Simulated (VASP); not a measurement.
Here is a VASP 6.6.1 calculation.

The input INCAR:

```
PREC     = Accurate       # precision mode
ENCUT    = 520            # plane-wave cutoff, eV
EDIFF    = 1E-6           # SCF threshold, eV
ISMEAR   = 0              # smearing method
SIGMA    = 0.15           # smearing width, eV
LREAL    = False          # projectors in reciprocal space
LASPH    = True           # aspherical terms in the spheres
NELM     = 80             # most SCF steps
ALGO     = Normal         # electronic algorithm
ISIF     = 2              # what is computed and relaxed
LWAVE    = False          # write WAVECAR
LCHARG   = True           # write CHGCAR
GGA      = PS             # functional
IVDW     = 12             # dispersion correction
LELF     = True           # ELF
LVHAR    = True         
NBANDS   = 28             # bands
```

Contents of KPOINTS:

```
Automatic mesh
0
Gamma
  12 12 10
```

File POSCAR:

```
SnO
1.0
    3.7069500000      0.0000000000      0.0000000000
    0.0000000000      3.7069500000      0.0000000000
    0.0000000000      0.0000000000      5.0778000000
Sn O
2 2
Direct
    0.0000000000      0.5000000000      0.2385000000
    0.5000000000      0.0000000000      0.7615000000
    0.0000000000      0.0000000000      0.0000000000
    0.5000000000      0.5000000000      0.0000000000
```

Potentials or basis: VASP PAW PBE potentials, release 64 (Sn_d, O).

Launch:

```console
$ cat potpaw_PBE.64/Sn_d/POTCAR potpaw_PBE.64/O/POTCAR > POTCAR
$ mpirun -np 1 vasp_std > vasp.out
```

What does it give for the dispersion energy per atom?

-0.216 eV.

Estimate the pressure.

-0.6 GPa.

Forces on the atoms (eV/Å):
```
Sn   0.000  0.000 -0.259
Sn   0.000  0.000  0.259
O    0.000  0.000  0.000
O    0.000  0.000  0.000
```

Caveat: the cell differs from its parent crystal (strain -0.025 along x and y, +0.050 along z); the stress differs along the axes, from -5 to 2 GPa; the PAW data sets were made with another functional, which shifts forces and pressure a little.
